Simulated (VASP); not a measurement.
# SiC (P6_3mc) in VASP: a series of runs

SiC is run at these levels: b88 exchange, pbe correlation, BLYP; tasks: single point, relaxation of cell and atoms.

Everything below comes from runs of VASP 6.6.1. Logs are shortened: lines on timing, memory, paths and dates and some standing lists are left out, and cuts for length are marked.

**1. The cell of the first run**

The structure is hexagonal, space group P6_3mc (No. 186). Conventional cell: a = 3.095 Å, b = 3.095 Å, c = 10.132 Å, α = 90.00°, β = 90.00°, γ = 120.00°. Within 2.5 Å of Si (site symmetry 3m) lie 4 C at 1.89 to 1.90 Å. Si (site symmetry 3m) has 4 C at 1.90 to 1.91 Å within 2.5 Å. Within 2.5 Å of C (site symmetry 3m) lie 4 Si at 1.90 Å. C (site symmetry 3m) has 4 Si at 1.89 to 1.91 Å within 2.5 Å.

**2. Single point, b88 exchange, pbe correlation**

Contents of INCAR:

```
ALGO = Normal
EDIFF = 1E-6
ENCUT = 600
GGA = LIBXC
GGA_COMPAT = False
ISIF = 2
ISMEAR = -1
LASPH = True
LCHARG = True
LELF = True
LIBXC1 = GGA_X_B88
LIBXC2 = GGA_C_PBE
LREAL = False
LVHAR = True
LWAVE = False
NBANDS = 26
NELM = 120
PREC = Accurate
SIGMA = 0.05
```

Contents of KPOINTS:

```
k-points
0
Gamma
  10 10 3
```

Contents of POSCAR:

```
SiC
1.0
    3.0947872640      0.0000000000      0.0000000000
   -1.5473936320      2.6801643899      0.0000000000
    0.0000000000      0.0000000000     10.1319458586
Si C
4 4
Direct
    0.0000000000      0.0000000000      0.1878947740
    0.0000000000      0.0000000000      0.6878947740
    0.3333333333      0.6666666667      0.4378465630
    0.6666666667      0.3333333333      0.9378465630
    0.0000000000      0.0000000000      0.0004515522
    0.0000000000      0.0000000000      0.5004515522
    0.3333333333      0.6666666667      0.2498061108
    0.6666666667      0.3333333333      0.7498061108
```

Potentials or basis: VASP PAW PBE potentials, release 64 (Si, C).

Command:

```sh
$ cat potpaw_PBE.64/Si/POTCAR potpaw_PBE.64/C/POTCAR > POTCAR
$ mpirun -np 1 vasp_std > vasp.out
```

OUTCAR:

```text
EDIFF = 1E-6
   ENCUT = 600
   GGA = LIBXC
   ISIF = 2
   ISMEAR = -1
   LASPH = True
   LREAL = False
   NELM = 120
   PREC = Accurate

 ion  position               nearest neighbor table
   1  0.000  0.000  0.188-   7 1.89   7 1.89   7 1.89   5 1.90   3 3.10   3 3.10   3 3.10   4 3.10
                             4 3.10   4 3.10
   2  0.000  0.000  0.688-   8 1.89   8 1.89   8 1.89   6 1.90   4 3.10   4 3.10   4 3.10   3 3.10
                             3 3.10   3 3.10
   3  0.333  0.667  0.438-   6 1.90   6 1.90   6 1.90   7 1.91   1 3.10   1 3.10   1 3.10   2 3.10
                             2 3.10   2 3.10
   4  0.667  0.333  0.938-   5 1.90   5 1.90   5 1.90   8 1.91   2 3.10   2 3.10   2 3.10   1 3.10
                             1 3.10   1 3.10
   5  0.000  0.000  0.000-   4 1.90   4 1.90   4 1.90   1 1.90
   6  0.000  0.000  0.500-   3 1.90   3 1.90   3 1.90   2 1.90
   7  0.333  0.667  0.250-   1 1.89   1 1.89   1 1.89   3 1.91
   8  0.667  0.333  0.750-   2 1.89   2 1.89   2 1.89   4 1.91

  LATTYP: Found a hexagonal cell.
 ALAT       =     3.0947872640
 C/A-ratio  =     3.2738747430

  Lattice vectors:

 A1 = (   3.0947872640,   0.0000000000,   0.0000000000)
 A2 = (  -1.5473936320,   2.6801643899,   0.0000000000)
 A3 = (   0.0000000000,   0.0000000000,  10.1319458586)

Analysis of symmetry for initial positions (statically):
=====================================================================
 Subroutine PRICEL returns:
 Original cell was already a primitive cell.

 Routine SETGRP: Setting up the symmetry group for a
 hexagonal supercell.

 Subroutine GETGRP returns: Found 12 space group operations
 (whereof  6 operations were pure point group operations)
 out of a pool of 24 trial point group operations.

The static configuration has the point symmetry C_3v.
 The point group associated with its full space group is C_6v.

Analysis of symmetry for dynamics (positions and initial velocities):
=====================================================================
 Subroutine PRICEL returns:
 Original cell was already a primitive cell.

 Routine SETGRP: Setting up the symmetry group for a
 hexagonal supercell.

 Subroutine GETGRP returns: Found 12 space group operations
 (whereof  6 operations were pure point group operations)
 out of a pool of 24 trial point group operations.

The dynamic configuration has the point symmetry C_3v.
 The point group associated with its full space group is C_6v.

 Subroutine INISYM returns: Found 12 space group operations
 (whereof  6 operations are pure point group operations),
 and found     1 'primitive' translations

----------------------------------------------------------------------------------------

                                     Primitive cell

  volume of cell :      84.0398

  direct lattice vectors                    reciprocal lattice vectors
     3.094787264  0.000000000  0.000000000     0.323123987  0.186555721  0.000000000
    -1.547393632  2.680164390  0.000000000     0.000000000  0.373111442  0.000000000
     0.000000000  0.000000000 10.131945859     0.000000000  0.000000000  0.098697724

  length of vectors
     3.094787264  3.094787264 10.131945859     0.373111442  0.373111442  0.098697724

  position of ions in fractional coordinates (direct lattice)
     0.000000000  0.000000000  0.187894774
     0.000000000  0.000000000  0.687894774
     0.333333333  0.666666667  0.437846563
     0.666666667  0.333333333  0.937846563
     0.000000000  0.000000000  0.000451552
     0.000000000  0.000000000  0.500451552
     0.333333333  0.666666667  0.249806111
     0.666666667  0.333333333  0.749806111

  ion indices of the primitive-cell ions
   primitive index   ion index
                 1           1
                 2           2
                 3           3
                 4           4
                 5           5
                 6           6
                 7           7
                 8           8

----------------------------------------------------------------------------------------

 KPOINTS: k-points

Automatic generation of k-mesh.
 Grid dimensions read from file:
 generate k-points for:   10   10    3

 Generating k-lattice:

  Cartesian coordinates                     Fractional coordinates (reciprocal lattice)
     0.032312399  0.018655572  0.000000000     0.100000000  0.000000000  0.000000000
     0.000000000  0.037311144  0.000000000     0.000000000  0.100000000  0.000000000
     0.000000000  0.000000000  0.032899241     0.000000000  0.000000000  0.333333333

  Length of vectors
     0.037311144  0.037311144  0.032899241

  Shift w.r.t. Gamma in fractional coordinates (k-lattice)
     0.000000000  0.000000000  0.000000000

 Subroutine IBZKPT returns following result:
 ===========================================

 Found     28 irreducible k-points:

 Following reciprocal coordinates:
            Coordinates               Weight
  0.000000  0.000000  0.000000      1.000000
  0.100000  0.000000  0.000000      6.000000
  0.200000  0.000000  0.000000      6.000000
  0.300000  0.000000  0.000000      6.000000
  0.400000 -0.000000  0.000000      6.000000
  0.500000  0.000000  0.000000      3.000000
[... 16 lines left out ...]
  0.300000  0.100000  0.333333     24.000000
  0.400000  0.100000  0.333333     24.000000
 [... further k-points ...]
   k-points           NKPTS =     28   k-points in BZ     NKDIM =     28   number of bands    NBANDS=     26
   number of dos      NEDOS =    301   number of ions     NIONS =      8
   total plane-waves  NPLWV =  65856
   dimension x,y,z NGX =    28 NGY =   28 NGZ =   84
   dimension x,y,z NGXF=    56 NGYF=   56 NGZF=  168
   ions per type =               4   4
   NGX,Y,Z   is equivalent  to a cutoff of  15.04, 15.04, 13.78 a.u.
   NGXF,Y,Z  is equivalent  to a cutoff of  30.08, 30.08, 27.57 a.u.
 SYSTEM =  unknown system
   PREC   = accura    normal or accurate (medium, high low for compatibility)
   ISTART =      0    job   : 0-new  1-cont  2-samecut
   ICHARG =      2    charge: 1-file 2-atom 10-const
   ISPIN  =      1    spin polarized calculation?
   LNONCOLLINEAR =      F non collinear calculations
   LSORBIT =      F    spin-orbit coupling
   LASPH  =      T    aspherical Exc in radial PAW
   ENCUT  =  600.0 eV  44.10 Ry    6.64 a.u.   6.18  6.18 20.24*2*pi/ulx,y,z
   NELM   =    120;   NELMIN=  2; NELMDL= -5     # of ELM steps
   EDIFF  = 0.1E-05   stopping-criterion for ELM
   LREAL  =      F    real-space projection
   EDIFFG = 0.1E-04   stopping-criterion for IOM
   NSW    =      0    number of steps for IOM
   IBRION =     -1    ionic relax: 0-MD 1-quasi-New 2-CG
   NFREE  =      0    steps in history (QN), initial steepest desc. (CG)
   ISIF   =      2    stress and relaxation
   ISYM   =      2    0-nonsym 1-usesym 2-fastsym
   POTIM  = 0.5000    time-step for ionic-motion
   TEBEG  =    0.0;   TEEND  =   0.0 temperature during run
   PSTRESS=    0.0 pullay stress
   NELECT =      32.0000    total number of electrons
   NUPDOWN=      -1.0000    fix difference up-down
   EMIN   =  10.00;   EMAX   =-10.00  energy-range for DOS
   EFERMI =   0.00;   METHOD = LEGACY
   ISMEAR =    -1;   SIGMA  =   0.05  broadening in eV -4-tet -1-fermi 0-gaus
   EFERMI_NEDOS =   21; number of points for ismear=-14 and -15
   IALGO  =     38    algorithm
   IMIX   =      4    mixing-type and parameters
     AMIX     =   0.40;   BMIX     =  1.00
     AMIX_MAG =   1.60;   BMIX_MAG =  1.00
  volume/ion in A,a.u.               =      10.50        70.89
  Fermi-wavevector in a.u.,A,eV,Ry     =   1.186578  2.242308 19.156574  1.407968
  Thomas-Fermi vector in A             =   2.322748
   LORBIT       =      0    0 simple, 1 ext, 2 COOP (PROOUT), +10 PAW based schemes
   GGA     = LIBXC    functional components
   LHFCALC =     F    Hartree Fock is set to
   AEXX    =    0.0000 exact exchange contribution
   IVDW    =     0    specifies the selected vdW correction
   LEPSILON=     F    determine dielectric tensor
   LRPA    =     F    only Hartree local field effects (RPA)
 non-spin polarized calculation
  energy-cutoff  :      600.00
  volume of cell :       84.04
 maximum number of plane-waves:      2824
 NGX is ok and might be reduce to    28
   NGX = 13   NGY = 13   NGZ = 41

 number of electron      32.0000000 magnetization

 Free energy of the ion-electron system (eV)
  ---------------------------------------------------
  ext. energy  EPLUGINS =         0.00000000
  ---------------------------------------------------
  free energy    TOTEN  =       -59.45721030 eV

  energy without entropy =      -59.45721030  energy(sigma->0) =      -59.45721030

 E-fermi :   8.9617     XC(G=0): -11.3092

 val. band max:        7.9786814848   @ k =   0.0000   0.0000   0.0000
 cond. band min:      10.2051261107   @ k =   0.5000   0.0000   0.0000
 fundamental gap:      2.2264446259
 Fermi energy:         8.9616588555

 k-point     1 :       0.0000    0.0000    0.0000
  band No.  band energies     occupation
      1      -7.3775      2.00000
      2      -6.2161      2.00000
      3      -6.1803      2.00000
      4      -3.8740      2.00000
      5      -0.5365      2.00000
      6       3.6295      2.00000
[... 18 lines left out ...]
     25      15.2715      0.00000
     26      15.9589      0.00000

 k-point     2 :       0.1000    0.0000    0.0000
  band No.  band energies     occupation
      1      -7.2061      2.00000
      2      -6.0506      2.00000
      3      -6.0141      2.00000
      4      -3.7298      2.00000
      5      -0.3806      2.00000
      6       3.6756      2.00000
[... 18 lines left out ...]
     25      15.4936      0.00000
     26      15.7266      0.00000

 k-point     3 :       0.2000    0.0000    0.0000
  band No.  band energies     occupation
      1      -6.6988      2.00000
      2      -5.5635      2.00000
      3      -5.5240      2.00000
      4      -3.3177      2.00000
      5       0.0639      2.00000
      6       3.4349      2.00000
[... 18 lines left out ...]
     25      15.9866      0.00000
     26      16.3460      0.00000

 k-point     4 :       0.3000    0.0000    0.0000
  band No.  band energies     occupation
      1      -5.8807      2.00000
      2      -4.7929      2.00000
      3      -4.7460      2.00000
      4      -2.7367      2.00000
      5       0.6209      2.00000
      6       1.8907      2.00000
[... 18 lines left out ...]
     25      16.5068      0.00000
     26      16.9449      0.00000

 k-point     5 :       0.4000   -0.0000    0.0000
  band No.  band energies     occupation
      1      -4.8300      2.00000
      2      -3.8809      2.00000
      3      -3.8065      2.00000
      4      -2.3737      2.00000
      5       0.1790      2.00000
      6       0.5576      2.00000
[... 18 lines left out ...]
     25      16.6249      0.00000
     26      17.1479      0.00000

 k-point     6 :       0.5000    0.0000    0.0000
  band No.  band energies     occupation
      1      -4.0174      2.00000
      2      -3.4863      2.00000
      3      -3.2445      2.00000
      4      -2.5177      2.00000
      5      -0.4740      2.00000
      6      -0.1848      2.00000
[... 427 lines left out ...]
 k-point    21 :       0.1000    0.1000    0.3333
  band No.  band energies     occupation
      1      -6.7344      2.00000
      2      -6.3420      2.00000
      3      -4.8653      2.00000
      4      -3.9540      2.00000
      5       0.6153      2.00000
      6       2.0677      2.00000
[... 18 lines left out ...]
     25      15.9445      0.00000
     26      16.0108      0.00000

 k-point    22 :       0.2000    0.1000    0.3333
  band No.  band energies     occupation
      1      -6.0731      2.00000
      2      -5.6901      2.00000
      3      -4.2623      2.00000
      4      -3.4030      2.00000
      5       1.0134      2.00000
      6       2.0489      2.00000
[... 18 lines left out ...]
     25      16.2310      0.00000
     26      16.4815      0.00000

 k-point    23 :       0.3000    0.1000    0.3333
  band No.  band energies     occupation
      1      -5.1347      2.00000
      2      -4.7742      2.00000
      3      -3.4740      2.00000
      4      -2.7581      2.00000
      5       0.7362      2.00000
      6       1.0127      2.00000
[... 18 lines left out ...]
     25      16.1845      0.00000
     26      17.1707      0.00000

 k-point    24 :       0.4000    0.1000    0.3333
  band No.  band energies     occupation
      1      -4.0945      2.00000
      2      -3.8109      2.00000
      3      -2.9263      2.00000
      4      -2.5610      2.00000
      5      -0.0790      2.00000
      6       0.2605      2.00000
[... 18 lines left out ...]
     25      15.8483      0.00000
     26      16.7498      0.00000

 [... further k-points ...]

------------------------ aborting loop because EDIFF is reached ----------------------------------------

  FORCE on cell =-STRESS in cart. coord.  units (eV):
  Direction    XX          YY          ZZ          XY          YZ          ZX
  --------------------------------------------------------------------------------------
  -------------------------------------------------------------------------------------
  Total       -0.1069769     -0.1069769     -0.1018335      0.0000000      0.0000000      0.0000000
  in kB       -2.0394616     -2.0394616     -1.9414046      0.0000000      0.0000000      0.0000000
  external PRESSURE =      -2.0067760 kB  Pullay stress =       0.0000000 kB

 VOLUME and BASIS-vectors are now :
 -----------------------------------------------------------------------------
  energy-cutoff  :      600.00
  volume of cell :       84.04
      direct lattice vectors                 reciprocal lattice vectors
     3.094787264  0.000000000  0.000000000     0.323123987  0.186555721  0.000000000
    -1.547393632  2.680164390  0.000000000     0.000000000  0.373111442  0.000000000
     0.000000000  0.000000000 10.131945859     0.000000000  0.000000000  0.098697724

 POSITION                                       TOTAL-FORCE (eV/Angst)
 -----------------------------------------------------------------------------------
      0.00000      0.00000      1.90374         0.000000     -0.000000     -0.001139
      0.00000      0.00000      6.96971        -0.000000      0.000000     -0.001139
     -0.00000      1.78678      4.43624         0.000000     -0.000000      0.001077
      1.54739      0.89339      9.50221        -0.000000      0.000000      0.001077
      0.00000      0.00000      0.00458        -0.000000      0.000000      0.000063
      0.00000      0.00000      5.07055         0.000000     -0.000000      0.000063
     -0.00000      1.78678      2.53102        -0.000000      0.000000     -0.000001
      1.54739      0.89339      7.59699         0.000000      0.000000     -0.000001
 -----------------------------------------------------------------------------------
    total drift:                                0.000000      0.000000     -0.001039

  FREE ENERGIE OF THE ION-ELECTRON SYSTEM (eV)
  ---------------------------------------------------
  free  energy   TOTEN  =       -59.4572103047 eV

  energy  without entropy=      -59.4572103046  energy(sigma->0) =      -59.45721030
```

Wall time 76 s (1 thread of Intel Xeon Platinum 8375C at 2.90GHz (Ice Lake), shared host); peak memory 0.25 GiB.

What came out:

| Quantity | Value |
| --- | --- |
| Free energy | -59.4572 eV |
| Pressure | -0.2 GPa |
| Band gap on the k mesh | 2.23 eV (least direct gap 3.34 eV) |

Caveat: the PAW data sets were made with another functional, which shifts forces and pressure a little; an odd mesh through Γ misses points on the zone boundary, where band edges can lie.

**3. Relaxation of cell and atoms, b88 exchange, pbe correlation**

This run uses another cell than the first one, of 10.31 Å³/atom.

Contents of INCAR:

```
PREC = Accurate ; ENCUT = 600
EDIFF = 1E-7 ; ISMEAR = -1
SIGMA = 0.05 ; LREAL = False
LASPH = True ; NELM = 120
ALGO = Normal ; ISIF = 3
LWAVE = False ; LCHARG = False
GGA = LIBXC ; LIBXC1 = GGA_X_B88
LIBXC2 = GGA_C_PBE ; IBRION = 2
NSW = 60 ; EDIFFG = -0.01
GGA_COMPAT = False ; NELMIN = 4
```

Contents of KPOINTS:

```
Automatic mesh
0
Gamma
  10 10 3
```

Contents of POSCAR:

```
SiC
1.0
    3.0756941497      0.0000000000      0.0000000000
   -1.5378470748      2.6636292679      0.0000000000
    0.0000000000      0.0000000000     10.0706464800
Si C
4 4
Direct
    0.0000000000      0.0000000000      0.1878943800
    0.0000000000      0.0000000000      0.6878943800
    0.3333333333      0.6666666667      0.4378419800
    0.6666666667      0.3333333333      0.9378419800
    0.0000000000      0.0000000000      0.0004600500
    0.0000000000      0.0000000000      0.5004600500
    0.3333333333      0.6666666667      0.2498025900
    0.6666666667      0.3333333333      0.7498025900
```

Potentials or basis: VASP PAW PBE potentials, release 64 (Si, C).

Command:

```sh
$ cat potpaw_PBE.64/Si/POTCAR potpaw_PBE.64/C/POTCAR > POTCAR
$ mpirun -np 1 vasp_std > vasp.out
```

Run time: 2.4 min. Hardware: 1 thread of Intel Xeon Platinum 8375C at 2.90GHz (Ice Lake), shared host; peak memory 0.26 GiB.

The run converged. Its results:

- Free energy: -59.4557 eV
- Relaxed volume: 10.50 Å³/atom
- Relaxed cell: a = 3.094 Å, b = 3.094 Å, c = 10.129 Å, α = 90.00°, β = 90.00°, γ = 120.00°
- Space group after relaxing (to 0.1 Å): P6_3mc (No. 186)
- Energy gained by relaxing: 2.2 meV/atom
- Ionic steps: 3
- Pressure after relaxing: 0.0 GPa
- Largest force after relaxing: 0.006 eV/Å
- Band gap on the k mesh: 2.23 eV (least direct gap 3.34 eV)

Forces in eV/Å, atoms in the order of the input:
```
Si   0.000  0.000 -0.001
Si   0.000  0.000 -0.001
Si   0.000  0.000  0.006
Si   0.000  0.000  0.006
C    0.000  0.000 -0.002
C    0.000  0.000 -0.002
C    0.000  0.000 -0.003
C    0.000  0.000 -0.003
```

Step by step:
```csv
step,energy change (eV),largest force (eV/Å),pressure (GPa),volume (Å³)
1,0.0000,0.0050,3.86,82.50
2,0.0010,0.0163,-3.73,85.51
3,-0.0173,0.0064,0.00,83.97
```

Final structure:
```
Si C
1.0
     3.09392    0.00000    0.00000
    -1.54696    2.67941    0.00000
     0.00000    0.00000   10.12865
Si C
4 4
Direct
  0.00000 0.00000 0.18790
  0.00000 0.00000 0.68790
  0.33333 0.66667 0.43783
  0.66667 0.33333 0.93783
  0.00000 0.00000 0.00046
  0.00000 0.00000 0.50046
  0.33333 0.66667 0.24981
  0.66667 0.33333 0.74981
```

Levels at points of the mesh, in eV from the valence-band top:
```tsv
k point	band 14	band 15	band 16	band 17	band 18	band 19
(0.00, 0.00, 0.00)	-0.05	0.00	0.00	4.97	5.55	6.11
(0.50, 0.00, 0.00)	-2.20	-1.56	-1.11	2.23	2.35	4.19
```

Caveat: the PAW data sets were made with another functional, which shifts forces and pressure a little; an odd mesh through Γ misses points on the zone boundary, where band edges can lie.

(Part 1 of 2 ends here.)
